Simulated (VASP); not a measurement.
# SiC (P6_3mc) in VASP: notebook

The runs below take SiC through electric field gradients, with PBE.

Program: VASP 6.6.1. These are calculated values, not measurements. Logs are shortened: lines on timing, memory, paths and dates and some standing lists are left out, and cuts for length are marked.

### 1 The cell of the first run

The structure is hexagonal, space group P6_3mc (No. 186). The conventional cell has a = 3.066 Å, b = 3.066 Å, c = 5.031 Å, α = 90.00°, β = 90.00°, γ = 120.00°. Si (site symmetry 3m) has 4 C at 1.86 to 1.94 Å within 2.5 Å. C (site symmetry 3m) has 4 Si at 1.86 to 1.94 Å within 2.5 Å.

### 2 Electric field gradients, PBE (volume scaled by 0.99)

The input, INCAR:

```
PREC = Accurate
ENCUT = 520
EDIFF = 1E-8
ISMEAR = -1
SIGMA = 0.08
LREAL = False
LASPH = True
NELM = 80
ALGO = Normal
ISIF = 2
LWAVE = False
LCHARG = False
GGA = PE
LEFG = True
NBANDS = 16
```

The input, KPOINTS:

```
Automatic mesh
0
Gamma
  15 15 8
```

The input, POSCAR:

```
SiC
1.0
    3.0657105101      0.0000000000      0.0000000000
   -1.5328552551      2.6549831825      0.0000000000
    0.0000000000      0.0000000000      5.0311169308
Si C
2 2
Direct
    0.3333333333      0.6666666667      0.0000000000
    0.6666666667      0.3333333333      0.5000000000
    0.3333333333      0.6666666667      0.3850000000
    0.6666666667      0.3333333333      0.8850000000
```

Potentials or basis: VASP PAW PBE potentials, release 64 (Si, C).

Command:

```bash
cat potpaw_PBE.64/Si/POTCAR potpaw_PBE.64/C/POTCAR > POTCAR
mpirun -np 1 vasp_std > vasp.out
```

OUTCAR:

```text
PREC = Accurate
   ENCUT = 520
   EDIFF = 1E-8
   ISMEAR = -1
   LREAL = False
   LASPH = True
   NELM = 80
   ISIF = 2
   GGA = PE

 ion  position               nearest neighbor table
   1  0.333  0.667  0.000-   4 1.86   4 1.86   4 1.86   3 1.94   2 3.08   2 3.08   2 3.08   2 3.08
                             2 3.08   2 3.08
   2  0.667  0.333  0.500-   3 1.86   3 1.86   3 1.86   4 1.94   1 3.08   1 3.08   1 3.08   1 3.08
                             1 3.08   1 3.08
   3  0.333  0.667  0.385-   2 1.86   2 1.86   2 1.86   1 1.94
   4  0.667  0.333  0.885-   1 1.86   1 1.86   1 1.86   2 1.94

  LATTYP: Found a hexagonal cell.
 ALAT       =     3.0657105101
 C/A-ratio  =     1.6410932846

  Lattice vectors:

 A1 = (   3.0657105101,   0.0000000000,   0.0000000000)
 A2 = (  -1.5328552551,   2.6549831825,   0.0000000000)
 A3 = (   0.0000000000,   0.0000000000,   5.0311169308)

Analysis of symmetry for initial positions (statically):
=====================================================================
 Subroutine PRICEL returns:
 Original cell was already a primitive cell.

 Routine SETGRP: Setting up the symmetry group for a
 hexagonal supercell.

 Subroutine GETGRP returns: Found 12 space group operations
 (whereof  6 operations were pure point group operations)
 out of a pool of 24 trial point group operations.

The static configuration has the point symmetry C_3v.
 The point group associated with its full space group is C_6v.

Analysis of symmetry for dynamics (positions and initial velocities):
=====================================================================
 Subroutine PRICEL returns:
 Original cell was already a primitive cell.

 Routine SETGRP: Setting up the symmetry group for a
 hexagonal supercell.

 Subroutine GETGRP returns: Found 12 space group operations
 (whereof  6 operations were pure point group operations)
 out of a pool of 24 trial point group operations.

The dynamic configuration has the point symmetry C_3v.
 The point group associated with its full space group is C_6v.

 Subroutine INISYM returns: Found 12 space group operations
 (whereof  6 operations are pure point group operations),
 and found     1 'primitive' translations

----------------------------------------------------------------------------------------

                                     Primitive cell

  volume of cell :      40.9503

  direct lattice vectors                    reciprocal lattice vectors
     3.065710510  0.000000000  0.000000000     0.326188659  0.188325110  0.000000000
    -1.532855255  2.654983183  0.000000000     0.000000000  0.376650220  0.000000000
     0.000000000  0.000000000  5.031116931     0.000000000  0.000000000  0.198763021

  length of vectors
     3.065710510  3.065710510  5.031116931     0.376650220  0.376650220  0.198763021

  position of ions in fractional coordinates (direct lattice)
     0.333333333  0.666666667  0.000000000
     0.666666667  0.333333333  0.500000000
     0.333333333  0.666666667  0.385000000
     0.666666667  0.333333333  0.885000000

  ion indices of the primitive-cell ions
   primitive index   ion index
                 1           1
                 2           2
                 3           3
                 4           4

----------------------------------------------------------------------------------------

 KPOINTS: Automatic mesh

Automatic generation of k-mesh.
 Grid dimensions read from file:
 generate k-points for:   15   15    8

 Generating k-lattice:

  Cartesian coordinates                     Fractional coordinates (reciprocal lattice)
     0.021745911  0.012555007  0.000000000     0.066666667  0.000000000  0.000000000
     0.000000000  0.025110015  0.000000000     0.000000000  0.066666667  0.000000000
     0.000000000  0.000000000  0.024845378     0.000000000  0.000000000  0.125000000

  Length of vectors
     0.025110015  0.025110015  0.024845378

[... 37 lines left out ...]
   total plane-waves  NPLWV =  23040
   dimension x,y,z NGX =    24 NGY =   24 NGZ =   40
   dimension x,y,z NGXF=    48 NGYF=   48 NGZF=   80
   ions per type =               2   2
   NGX,Y,Z   is equivalent  to a cutoff of  13.01, 13.01, 13.22 a.u.
   NGXF,Y,Z  is equivalent  to a cutoff of  26.03, 26.03, 26.43 a.u.
 SYSTEM =  unknown system
   PREC   = accura    normal or accurate (medium, high low for compatibility)
   ISTART =      0    job   : 0-new  1-cont  2-samecut
   ICHARG =      2    charge: 1-file 2-atom 10-const
   ISPIN  =      1    spin polarized calculation?
   LNONCOLLINEAR =      F non collinear calculations
   LSORBIT =      F    spin-orbit coupling
   LASPH  =      T    aspherical Exc in radial PAW
   ENCUT  =  520.0 eV  38.22 Ry    6.18 a.u.   5.70  5.70  9.35*2*pi/ulx,y,z
   NELM   =     80;   NELMIN=  2; NELMDL= -5     # of ELM steps
   EDIFF  = 0.1E-07   stopping-criterion for ELM
   LREAL  =      F    real-space projection
   EDIFFG = 0.1E-06   stopping-criterion for IOM
   NSW    =      0    number of steps for IOM
   IBRION =     -1    ionic relax: 0-MD 1-quasi-New 2-CG
   NFREE  =      0    steps in history (QN), initial steepest desc. (CG)
   ISIF   =      2    stress and relaxation
   ISYM   =      2    0-nonsym 1-usesym 2-fastsym
   POTIM  = 0.5000    time-step for ionic-motion
   TEBEG  =    0.0;   TEEND  =   0.0 temperature during run
   PSTRESS=    0.0 pullay stress
   NELECT =      16.0000    total number of electrons
   NUPDOWN=      -1.0000    fix difference up-down
   EMIN   =  10.00;   EMAX   =-10.00  energy-range for DOS
   EFERMI =   0.00;   METHOD = LEGACY
   ISMEAR =    -1;   SIGMA  =   0.08  broadening in eV -4-tet -1-fermi 0-gaus
   EFERMI_NEDOS =   21; number of points for ismear=-14 and -15
   IALGO  =     38    algorithm
   IMIX   =      4    mixing-type and parameters
     AMIX     =   0.40;   BMIX     =  1.00
     AMIX_MAG =   1.60;   BMIX_MAG =  1.00
  volume/ion in A,a.u.               =      10.24        69.09
  Fermi-wavevector in a.u.,A,eV,Ry     =   1.196821  2.261663 19.488706  1.432380
  Thomas-Fermi vector in A             =   2.332751
   LORBIT       =      0    0 simple, 1 ext, 2 COOP (PROOUT), +10 PAW based schemes
   GGA     = PE    functional components
   LHFCALC =     F    Hartree Fock is set to
   AEXX    =    0.0000 exact exchange contribution
   IVDW    =     0    specifies the selected vdW correction
   LEPSILON=     F    determine dielectric tensor
   LRPA    =     F    only Hartree local field effects (RPA)
 non-spin polarized calculation
  energy-cutoff  :      520.00
  volume of cell :       40.95
 maximum number of plane-waves:      1116
 NGX is ok and might be reduce to    24
   NGX = 11   NGY = 11   NGZ = 19

 number of electron      16.0000000 magnetization

 Free energy of the ion-electron system (eV)
  ---------------------------------------------------
  ext. energy  EPLUGINS =         0.00000000
  ---------------------------------------------------
  free energy    TOTEN  =       -30.05479729 eV

  energy without entropy =      -30.05479728  energy(sigma->0) =      -30.05479728

 E-fermi :   9.7002     XC(G=0): -11.3924

 val. band max:        8.5235190509   @ k =   0.0000   0.0000   0.0000
 cond. band min:      10.8278145749   @ k =   0.3333   0.3333   0.0000
 fundamental gap:      2.3042955240
 Fermi energy:         9.7002359182

 k-point     1 :       0.0000    0.0000    0.0000
  band No.  band energies     occupation
      1      -7.2810      2.00000
      2      -3.7404      2.00000
      3      -0.2287      2.00000
      4       6.9628      2.00000
      5       6.9628      2.00000
      6       8.2486      2.00000
[... 433 lines left out ...]
      3       1.0000      2.00000
      4       2.2082      2.00000
      5       2.7075      2.00000
      6       3.7197      2.00000
[... 8 lines left out ...]
     15      19.6019      0.00000
     16      20.4726      0.00000

 [... further k-points ...]
[... 5 lines left out ...]
  --------------------------------------------------------------------------------------
  -------------------------------------------------------------------------------------
  Total        1.9729735      1.9729735      0.6280201     -0.0000000      0.0000000      0.0000000
  in kB       77.1923926     77.1923926     24.5712253     -0.0000000      0.0000000      0.0000000
  external PRESSURE =      59.6520035 kB  Pullay stress =       0.0000000 kB

 VOLUME and BASIS-vectors are now :
 -----------------------------------------------------------------------------
  energy-cutoff  :      520.00
  volume of cell :       40.95
      direct lattice vectors                 reciprocal lattice vectors
     3.065710510  0.000000000  0.000000000     0.326188659  0.188325110  0.000000000
    -1.532855255  2.654983183  0.000000000     0.000000000  0.376650220  0.000000000
     0.000000000  0.000000000  5.031116931     0.000000000  0.000000000  0.198763021

 POSITION                                       TOTAL-FORCE (eV/Angst)
 -----------------------------------------------------------------------------------
     -0.00000      1.76999      0.00000         0.000000      0.000000      0.768600
      1.53286      0.88499      2.51556         0.000000      0.000000      0.768600
     -0.00000      1.76999      1.93698         0.000000     -0.000000     -0.768600
      1.53286      0.88499      4.45254        -0.000000      0.000000     -0.768600
 -----------------------------------------------------------------------------------
    total drift:                                0.000000      0.000000     -0.000117

  FREE ENERGIE OF THE ION-ELECTRON SYSTEM (eV)
  ---------------------------------------------------
  free  energy   TOTEN  =       -30.0547972862 eV

  energy  without entropy=      -30.0547972791  energy(sigma->0) =      -30.05479728

 Electric field gradients (V/A^2)
---------------------------------------------------------------------
 ion       V_xx      V_yy      V_zz      V_xy      V_xz      V_yz
---------------------------------------------------------------------
   1      -8.781    -8.781    17.563    -0.000     0.000    -0.000
   2      -8.781    -8.781    17.563    -0.000    -0.000     0.000
   3      -1.495    -1.495     2.990    -0.000    -0.000     0.000
   4      -1.495    -1.495     2.990    -0.000     0.000    -0.000
---------------------------------------------------------------------

 Electric field gradients after diagonalization (V/A^2)
 (convention: |V_zz| > |V_xx| > |V_yy|)
----------------------------------------------------------------------
 ion       V_xx      V_yy      V_zz     asymmetry (V_yy - V_xx)/ V_zz
----------------------------------------------------------------------
   1      -8.781    -8.781    17.563       0.000
   2      -8.781    -8.781    17.563       0.000
   3      -1.495    -1.495     2.990       0.000
   4      -1.495    -1.495     2.990       0.000
----------------------------------------------------------------------

           NMR quadrupolar parameters

 Cq : quadrupolar parameter    Cq=e*Q*V_zz/h
 eta: asymmetry parameters     (V_yy - V_xx)/ V_zz
 Q  : nuclear electric quadrupole moment in mb (millibarn)
----------------------------------------------------------------------
 ion       Cq(MHz)       eta       Q (mb)
----------------------------------------------------------------------
   1       0.042       0.000       1.000
   2       0.042       0.000       1.000
   3       0.007       0.000       1.000
   4       0.007       0.000       1.000
----------------------------------------------------------------------
```

Wall time 26 s (1 thread of Intel Xeon 6975P-C (Granite Rapids), shared host); peak memory 0.2 GiB.

Results:

| Item | Value |
| --- | --- |
| Free energy | -30.0548 eV |
| Pressure | 6.0 GPa |
| Largest force | 0.769 eV/Å |
| Band gap on the k mesh | 2.30 eV, indirect (least direct gap 4.11 eV) |

Forces in eV/Å, atoms in the order of the input:
```
Si   0.000  0.000  0.769
Si   0.000  0.000  0.769
C    0.000  0.000 -0.769
C    0.000  0.000 -0.769
```

Electric field gradients, principal values (V/Å²):
```
atom   least  middle  greatest (by size)
1 Si  -8.781  -8.781              17.563
2 Si  -8.781  -8.781              17.563
 3 C  -1.495  -1.495               2.990
 4 C  -1.495  -1.495               2.990
```

Caveat: without QUAD_EFG the Cq values of the log hold for a quadrupole moment of 1 mb, not for the nuclei. A k mesh can miss the band edges.

(Part 1 of 3 ends here.)
